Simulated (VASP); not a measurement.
A run of VASP 6.6.1 is set up as follows.

Contents of INCAR:

```
PREC = Accurate ; ENCUT = 520
EDIFF = 1E-6 ; ISMEAR = 0
SIGMA = 0.05 ; LREAL = False
LASPH = True ; NELM = 100
ALGO = Normal ; ISIF = 2
LWAVE = False ; LCHARG = False
GGA = PE ; NBANDS = 13
```

KPOINTS

```
regular mesh
0
Gamma
  8 8 8
```

Contents of POSCAR:

```
W
1.0
    0.0000000000      2.0480239736      2.0480239736
    2.0480239736      0.0000000000      2.0480239736
    2.0480239736      2.0480239736      0.0000000000
W
1
Direct
    0.0000000000      0.0000000000      0.0000000000
```

Potentials or basis: VASP PAW PBE potentials, release 64 (W_sv).

Launch:

```bash
$ cat potpaw_PBE.64/W_sv/POTCAR > POTCAR
$ mpirun -np 1 vasp_std > vasp.out
```

(1) Predict the pressure.

(2) Estimate the band gap on the k mesh.

Results:

(1) -10.8 GPa.

(2) zero (band 7 reaches 12.68 eV, above the bottom of band 8 at 9.36 eV).

Caveat: spin-orbit coupling is left out, which moves the levels of the heavy elements.
